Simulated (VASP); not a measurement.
InSb (zincblende type):

```
In Sb
1.0
     0.00000    2.97416    2.97416
     2.97416    0.00000    2.97416
     2.97416    2.97416    0.00000
In Sb
1 1
Direct
  0.00000 0.00000 0.00000
  0.25000 0.25000 0.25000
```

Base run:

| Quantity | Value |
| --- | --- |
| Program | VASP 6.6.1 |
| Functional | RPBE |
| Potentials or basis | VASP PAW PBE potentials, release 64 (In_d, Sb) |
| Cutoff | 520 eV |
| k mesh | 14 × 14 × 14 |
| Occupations | fermi-dirac, width 0.1 eV |
| Spin | no spin polarisation |

Its results: band gap on the k mesh 0.79 eV, indirect (least direct gap 1.45 eV); pressure 28.6 GPa.

Q: The run is repeated on the same cell with these changes: functional from RPBE to PBE; k mesh from 14 × 14 × 14 to 11 × 11 × 11. What comes out?

A: Band gap on the k mesh 0.73 eV, indirect (least direct gap 1.35 eV); pressure 26.4 GPa.

Several settings changed at once, so the effect can't be laid on one alone.

Caveats: spin-orbit coupling is left out, which moves the levels of the heavy elements; the PAW data sets were made with another functional, which shifts forces and pressure a little (some runs).

A k mesh can miss the band edges.
